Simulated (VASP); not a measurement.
Set up this calculation in VASP 6.6.1, as the native input.

* Task: single point
* Functional: PBE exchange alone
* Potentials or basis: VASP PAW PBE potentials, release 64 (Cu)
* Cutoff: 520 eV
* k mesh: 13 × 13 × 13
* Occupations: tetrahedron
* Spin: no spin polarisation
* Dipole correction: no
* Further INCAR settings: ALGO = Fast; EDIFF = 1e-06; NBANDS = 12

The structure of Cu lies in POSCAR:

```
Cu
1.0
   -1.4427933200      1.4427933200      1.3760814500
    1.4427933200     -1.4427933200      1.3760814500
    1.4427933200      1.4427933200     -1.3760814500
Cu
1
Direct
    0.0000000000      0.0000000000      0.0000000000
```

The input as run:

INCAR

```
SYSTEM = Cu
PREC = Accurate ; ENCUT = 520
EDIFF = 1E-6 ; ISMEAR = -5
SIGMA = 0.05 ; LREAL = .False.
LASPH = .True. ; NELM = 60
ALGO = Fast ; ISIF = 2
LWAVE = .False. ; LCHARG = .False.
GGA = PE ; ALDAC = 0.0
AGGAC = 0.0 ; NBANDS = 12
```

KPOINTS

```
regular mesh
0
Gamma
  13 13 13
  0 0 0
```

Potentials or basis: VASP PAW PBE potentials, release 64 (Cu).

Launch:

```console
$ cat potpaw_PBE.64/Cu/POTCAR > POTCAR
$ mpirun -np 1 vasp_std > vasp.out
```

Results of the run:

* Pressure: 30.7 GPa

Caveat: tetrahedron occupations give inexact forces and stress in metals.

Run time: 29 s on 1 thread of Intel(R) Xeon(R) Platinum 8488C (Sapphire Rapids), on a shared host, peak memory 0.15 GiB.
